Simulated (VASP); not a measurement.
# Sb (I4/mcm) in VASP: a series of runs

The runs below take Sb through single point, with r2SCAN.

All numbers are computed with VASP 6.6.1; they aren't measurements. Logs are shortened: lines on timing, memory, paths and dates and some standing lists are left out, and cuts for length are marked.

**1. The cell of the first run**

It takes space group I4/mcm (No. 140, tetragonal). The conventional cell has a = 8.166 Å, b = 8.166 Å, c = 4.104 Å, α = 90.00°, β = 90.00°, γ = 90.00°. Sb (site symmetry m2m) has 9 Sb at 3.07 to 4.10 Å within 4.2 Å.

**2. Single point, r2SCAN**

The input, POSCAR:

```
Sb
1.0
   -4.0830431818      4.0830431818      2.0521409013
    4.0830431818     -4.0830431818      2.0521409013
    4.0830431818      4.0830431818     -2.0521409013
Sb
4
Direct
    0.6512630600      0.1512630600      0.8025261200
    0.1512630600      0.3487369400      0.5000000000
    0.3487369400      0.8487369400      0.1974738800
    0.8487369400      0.6512630600      0.5000000000
```

The input, INCAR.step1:

```
ALGO     = Normal         # electronic algorithm
EDIFF    = 1E-4           # SCF threshold, eV
ENCUT    = 520            # plane-wave cutoff, eV
GGA      = PE             # functional
ISMEAR   = -1             # smearing method
LASPH    = T              # aspherical terms in the spheres
LCHARG   = F              # write CHGCAR
LREAL    = F              # projectors in reciprocal space
LWAVE    = T              # write WAVECAR
NBANDS   = 18             # bands
NELM     = 80             # most SCF steps
PREC     = Accurate       # precision mode
SIGMA    = 0.05           # smearing width, eV
```

The input, INCAR.step2:

```
ALGO     = Normal         # electronic algorithm
EDIFF    = 1E-7           # SCF threshold, eV
ENCUT    = 520            # plane-wave cutoff, eV
ISIF     = 2              # what is computed and relaxed
ISMEAR   = -1             # smearing method
ISTART   = 1            
LASPH    = T              # aspherical terms in the spheres
LCHARG   = F              # write CHGCAR
LMIXTAU  = T            
LREAL    = F              # projectors in reciprocal space
LWAVE    = F              # write WAVECAR
METAGGA  = R2SCAN         # meta-GGA
NBANDS   = 18             # bands
NELM     = 80             # most SCF steps
PREC     = Accurate       # precision mode
SIGMA    = 0.05           # smearing width, eV
```

The input, KPOINTS:

```
k-points
0
Gamma
  7 7 7
```

Potentials or basis: VASP PAW PBE potentials, release 64 (Sb).

On the command line:

```console
$ cat potpaw_PBE.64/Sb/POTCAR > POTCAR
$ cp INCAR.step1 INCAR
$ mpirun -np 1 vasp_std > vasp.out
$ cp INCAR.step2 INCAR
$ mpirun -np 1 vasp_std > vasp.out
```

OUTCAR:

```text
EDIFF = 1E-7
   ENCUT = 520
   ISIF = 2
   ISMEAR = -1
   ISTART = 1
   LASPH = T
   LREAL = F
   METAGGA = R2SCAN
   NELM = 80
   PREC = Accurate

 ion  position               nearest neighbor table
   1  0.651  0.151  0.803-   3 3.07   3 3.07   2 3.21   4 3.21   2 3.21   4 3.21   3 3.49
   2  0.151  0.349  0.500-   4 3.07   4 3.07   1 3.21   3 3.21   1 3.21   3 3.21   4 3.49
   3  0.349  0.849  0.197-   1 3.07   1 3.07   2 3.21   4 3.21   4 3.21   2 3.21   1 3.49
   4  0.849  0.651  0.500-   2 3.07   2 3.07   1 3.21   3 3.21   3 3.21   1 3.21   2 3.49

  LATTYP: Found a body centered tetragonal cell.
 ALAT       =     8.1660863636
 C/A-ratio  =     0.5026008323

  Lattice vectors:

 A1 = (  -4.0830431818,   4.0830431818,   2.0521409013)
 A2 = (   4.0830431818,  -4.0830431818,   2.0521409013)
 A3 = (   4.0830431818,   4.0830431818,  -2.0521409013)

Analysis of symmetry for initial positions (statically):
=====================================================================
 Subroutine PRICEL returns:
 Original cell was already a primitive cell.

 Routine SETGRP: Setting up the symmetry group for a
 body centered tetragonal supercell.

 Subroutine GETGRP returns: Found 16 space group operations
 (whereof  8 operations were pure point group operations)
 out of a pool of 16 trial point group operations.

The static configuration has the point symmetry C_4h.
 The point group associated with its full space group is D_4h.

Analysis of symmetry for dynamics (positions and initial velocities):
=====================================================================
 Subroutine PRICEL returns:
 Original cell was already a primitive cell.

 Routine SETGRP: Setting up the symmetry group for a
 body centered tetragonal supercell.

 Subroutine GETGRP returns: Found 16 space group operations
 (whereof  8 operations were pure point group operations)
 out of a pool of 16 trial point group operations.

The dynamic configuration has the point symmetry C_4h.
 The point group associated with its full space group is D_4h.

 Subroutine INISYM returns: Found 16 space group operations
 (whereof  8 operations are pure point group operations),
 and found     1 'primitive' translations

----------------------------------------------------------------------------------------

                                     Primitive cell

  volume of cell :     136.8469

  direct lattice vectors                    reciprocal lattice vectors
    -4.083043182  4.083043182  2.052140901     0.000000000  0.122457681  0.243647987
     4.083043182 -4.083043182  2.052140901     0.122457681  0.000000000  0.243647987
     4.083043182  4.083043182 -2.052140901     0.122457681  0.122457681  0.000000000

  length of vectors
     6.128112722  6.128112722  6.128112722     0.272690714  0.272690714  0.173181313

  position of ions in fractional coordinates (direct lattice)
     0.651263060  0.151263060  0.802526120
     0.151263060  0.348736940  0.500000000
     0.348736940  0.848736940  0.197473880
     0.848736940  0.651263060  0.500000000

  ion indices of the primitive-cell ions
   primitive index   ion index
                 1           1
                 2           2
                 3           3
                 4           4

----------------------------------------------------------------------------------------

 KPOINTS: k-points

Automatic generation of k-mesh.
 Grid dimensions read from file:
 generate k-points for:    7    7    7

 Generating k-lattice:

  Cartesian coordinates                     Fractional coordinates (reciprocal lattice)
     0.000000000  0.017493954  0.034806855     0.142857143  0.000000000 -0.000000000
     0.017493954  0.000000000  0.034806855     0.000000000  0.142857143 -0.000000000
     0.017493954  0.017493954  0.000000000     0.000000000  0.000000000  0.142857143

  Length of vectors
     0.038955816  0.038955816  0.024740188

  Shift w.r.t. Gamma in fractional coordinates (k-lattice)
     0.000000000  0.000000000  0.000000000

 Subroutine IBZKPT returns following result:
 ===========================================

 Found     40 irreducible k-points:

 Following reciprocal coordinates:
            Coordinates               Weight
  0.000000  0.000000  0.000000      1.000000
  0.142857  0.000000  0.000000      8.000000
  0.285714  0.000000  0.000000      8.000000
  0.428571 -0.000000  0.000000      8.000000
  0.142857  0.142857  0.000000      8.000000
  0.285714  0.142857 -0.000000     16.000000
[... 16 lines left out ...]
 -0.142857  0.285714  0.142857      8.000000
 -0.428571  0.428571  0.142857      8.000000
 [... further k-points ...]
   k-points           NKPTS =     40   k-points in BZ     NKDIM =     40   number of bands    NBANDS=     18
   number of dos      NEDOS =    301   number of ions     NIONS =      4
   total plane-waves  NPLWV = 110592
   dimension x,y,z NGX =    48 NGY =   48 NGZ =   48
   dimension x,y,z NGXF=    96 NGYF=   96 NGZF=   96
   ions per type =               4
   NGX,Y,Z   is equivalent  to a cutoff of  13.02, 13.02, 13.02 a.u.
   NGXF,Y,Z  is equivalent  to a cutoff of  26.04, 26.04, 26.04 a.u.
 SYSTEM =  unknown system
   PREC   = accura    normal or accurate (medium, high low for compatibility)
   ISTART =      1    job   : 0-new  1-cont  2-samecut
   ICHARG =      0    charge: 1-file 2-atom 10-const
   ISPIN  =      1    spin polarized calculation?
   LNONCOLLINEAR =      F non collinear calculations
   LSORBIT =      F    spin-orbit coupling
   LASPH  =      T    aspherical Exc in radial PAW
   ENCUT  =  520.0 eV  38.22 Ry    6.18 a.u.  11.39 11.39 11.39*2*pi/ulx,y,z
   NELM   =     80;   NELMIN=  2; NELMDL=  0     # of ELM steps
   EDIFF  = 0.1E-06   stopping-criterion for ELM
   LREAL  =      F    real-space projection
   EDIFFG = 0.1E-05   stopping-criterion for IOM
   NSW    =      0    number of steps for IOM
   IBRION =     -1    ionic relax: 0-MD 1-quasi-New 2-CG
   NFREE  =      0    steps in history (QN), initial steepest desc. (CG)
   ISIF   =      2    stress and relaxation
   ISYM   =      2    0-nonsym 1-usesym 2-fastsym
   POTIM  = 0.5000    time-step for ionic-motion
   TEBEG  =    0.0;   TEEND  =   0.0 temperature during run
   PSTRESS=    0.0 pullay stress
   NELECT =      20.0000    total number of electrons
   NUPDOWN=      -1.0000    fix difference up-down
   EMIN   =  10.00;   EMAX   =-10.00  energy-range for DOS
   EFERMI =   0.00;   METHOD = LEGACY
   ISMEAR =    -1;   SIGMA  =   0.05  broadening in eV -4-tet -1-fermi 0-gaus
   EFERMI_NEDOS =   21; number of points for ismear=-14 and -15
   IALGO  =     38    algorithm
   IMIX   =      4    mixing-type and parameters
     AMIX     =   0.40;   BMIX     =  1.00
     AMIX_MAG =   1.60;   BMIX_MAG =  1.00
  volume/ion in A,a.u.               =      34.21       230.87
  Fermi-wavevector in a.u.,A,eV,Ry     =   0.862329  1.629566 10.117452  0.743612
  Thomas-Fermi vector in A             =   1.980115
   LORBIT       =      0    0 simple, 1 ext, 2 COOP (PROOUT), +10 PAW based schemes
   METAGGA = R2SCAN    functional components
   LHFCALC =     F    Hartree Fock is set to
   AEXX    =    0.0000 exact exchange contribution
   IVDW    =     0    specifies the selected vdW correction
   LEPSILON=     F    determine dielectric tensor
   LRPA    =     F    only Hartree local field effects (RPA)
 non-spin polarized calculation
  energy-cutoff  :      520.00
  volume of cell :      136.85
 maximum number of plane-waves:      3711
 NGX is ok and might be reduce to    48
   NGX = 23   NGY = 23   NGZ = 23

 number of electron      19.9999999 magnetization

 Free energy of the ion-electron system (eV)
  ---------------------------------------------------
  ext. energy  EPLUGINS =         0.00000000
  ---------------------------------------------------
  free energy    TOTEN  =      -101.45099107 eV

  energy without entropy =     -101.42556522  energy(sigma->0) =     -101.43827815

 E-fermi :   5.5915     XC(G=0):  -9.3068

 val. band max:        5.5896362733   @ k =  -0.4286  -0.4286   0.4286
 cond. band min:       5.5956288757   @ k =  -0.1429   0.1429   0.1429
 fundamental gap:      0.0059926024
 Fermi energy:         5.5915127133

 k-point     1 :       0.0000    0.0000    0.0000
  band No.  band energies     occupation
      1      -7.2077      2.00000
      2      -3.8057      2.00000
      3      -2.5610      2.00000
      4      -2.5610      2.00000
      5       0.7385      2.00000
      6       3.9352      2.00000
[... 10 lines left out ...]
     17      11.3842      0.00000
     18      12.5635      0.00000

 k-point     2 :       0.1429    0.0000    0.0000
  band No.  band energies     occupation
      1      -6.9800      2.00000
      2      -3.8569      2.00000
      3      -2.6285      2.00000
      4      -2.3114      2.00000
      5       1.0963      2.00000
      6       2.3492      2.00000
[... 10 lines left out ...]
     17      10.4108      0.00000
     18      12.1870      0.00000

 k-point     3 :       0.2857    0.0000    0.0000
  band No.  band energies     occupation
      1      -6.3028      2.00000
      2      -3.8014      2.00000
      3      -2.7910      2.00000
      4      -2.4268      2.00000
      5       1.1581      2.00000
      6       1.1835      2.00000
[... 10 lines left out ...]
     17      10.6393      0.00000
     18      12.8081      0.00000

 k-point     4 :       0.4286   -0.0000    0.0000
  band No.  band energies     occupation
      1      -5.2051      2.00000
      2      -3.8537      2.00000
      3      -3.3812      2.00000
      4      -3.0700      2.00000
      5       0.5985      2.00000
      6       0.7566      2.00000
[... 10 lines left out ...]
     17      11.4749      0.00000
     18      11.9158      0.00000

 k-point     5 :       0.1429    0.1429    0.0000
  band No.  band energies     occupation
      1      -6.3759      2.00000
      2      -3.6770      2.00000
      3      -2.5580      2.00000
      4      -2.5009      2.00000
      5       0.8348      2.00000
      6       1.4675      2.00000
[... 10 lines left out ...]
     17      10.3531      0.00000
     18      12.5082      0.00000

 k-point     6 :       0.2857    0.1429   -0.0000
  band No.  band energies     occupation
      1      -5.3418      2.00000
      2      -3.7257      2.00000
      3      -3.2714      2.00000
      4      -3.0012      2.00000
      5       0.5248      2.00000
      6       0.9472      2.00000
[... 307 lines left out ...]
 k-point    21 :       0.4286    0.2857    0.1429
  band No.  band energies     occupation
      1      -5.9504      2.00000
      2      -4.5943      2.00000
      3      -2.6871      2.00000
      4      -2.4634      2.00000
      5       0.6225      2.00000
      6       1.6639      2.00000
[... 10 lines left out ...]
     17      12.0636      0.00000
     18      12.3481      0.00000

 k-point    22 :      -0.2857    0.2857    0.1429
  band No.  band energies     occupation
      1      -6.8505      2.00000
      2      -4.7989      2.00000
      3      -3.2908      2.00000
      4      -1.4137      2.00000
      5       1.9589      2.00000
      6       2.5552      2.00000
[... 10 lines left out ...]
     17      10.0751      0.00000
     18      11.2743      0.00000

 k-point    23 :      -0.1429    0.2857    0.1429
  band No.  band energies     occupation
      1      -6.6868      2.00000
      2      -4.4953      2.00000
      3      -3.3774      2.00000
      4      -1.5190      2.00000
      5       1.9471      2.00000
      6       2.1485      2.00000
[... 10 lines left out ...]
     17      10.7735      0.00000
     18      11.6136      0.00000

 k-point    24 :      -0.4286    0.4286    0.1429
  band No.  band energies     occupation
      1      -6.6029      2.00000
      2      -5.2619      2.00000
      3      -3.3449      2.00000
      4      -1.2233      2.00000
      5       2.0917      2.00000
      6       2.9408      2.00000
[... 10 lines left out ...]
     17      10.1123      0.00000
     18      10.8282      0.00000

 [... further k-points ...]

------------------------ aborting loop because EDIFF is reached ----------------------------------------

  FORCE on cell =-STRESS in cart. coord.  units (eV):
  Direction    XX          YY          ZZ          XY          YZ          ZX
  --------------------------------------------------------------------------------------
  -------------------------------------------------------------------------------------
  Total       -0.9491926     -0.9491926     -1.3100685      0.0000000      0.0000000      0.0000000
  in kB      -11.1129616    -11.1129616    -15.3380262      0.0000000      0.0000000      0.0000000
  external PRESSURE =     -12.5213165 kB  Pullay stress =       0.0000000 kB

 VOLUME and BASIS-vectors are now :
 -----------------------------------------------------------------------------
  energy-cutoff  :      520.00
  volume of cell :      136.85
      direct lattice vectors                 reciprocal lattice vectors
    -4.083043182  4.083043182  2.052140901     0.000000000  0.122457681  0.243647987
     4.083043182 -4.083043182  2.052140901     0.122457681  0.000000000  0.243647987
     4.083043182  4.083043182 -2.052140901     0.122457681  0.122457681  0.000000000

 POSITION                                       TOTAL-FORCE (eV/Angst)
 -----------------------------------------------------------------------------------
      1.23523      5.31827     -0.00000         0.003913      0.003913      0.000000
      2.84782      1.23523      0.00000        -0.003913      0.003913      0.000000
      2.84782     -1.23523      2.05214        -0.003913     -0.003913     -0.000000
      1.23523      2.84782      2.05214         0.003913     -0.003913      0.000000
 -----------------------------------------------------------------------------------
    total drift:                               -0.000000     -0.000000      0.000000

  FREE ENERGIE OF THE ION-ELECTRON SYSTEM (eV)
  ---------------------------------------------------
  free  energy   TOTEN  =      -101.4509910709 eV

  energy  without entropy=     -101.4255652193  energy(sigma->0) =     -101.43827815
```

Run time: 12 min. Hardware: 1 thread of Intel Xeon 8259CL, shared host; peak memory 0.39 GiB.

What came out:

```
Free energy            : -101.4510 eV
Pressure               : -1.3 GPa
Largest force          : 0.006 eV/Å
Band gap on the k mesh : zero (bands 10 and 11 overlap by 1.67 eV)
```

Forces in eV/Å, atoms in the order of the input:
```
Sb   0.004  0.004  0.000
Sb  -0.004  0.004  0.000
Sb  -0.004 -0.004  0.000
Sb   0.004 -0.004  0.000
```

Stress tensor (GPa, compression positive):
```
-1.11  0.00  0.00
 0.00 -1.11  0.00
 0.00  0.00 -1.53
```

Caveat: the PAW data sets were made with another functional, which shifts forces and pressure a little; spin-orbit coupling is left out, which moves the levels of the heavy elements.

[end of part 1 of 2]
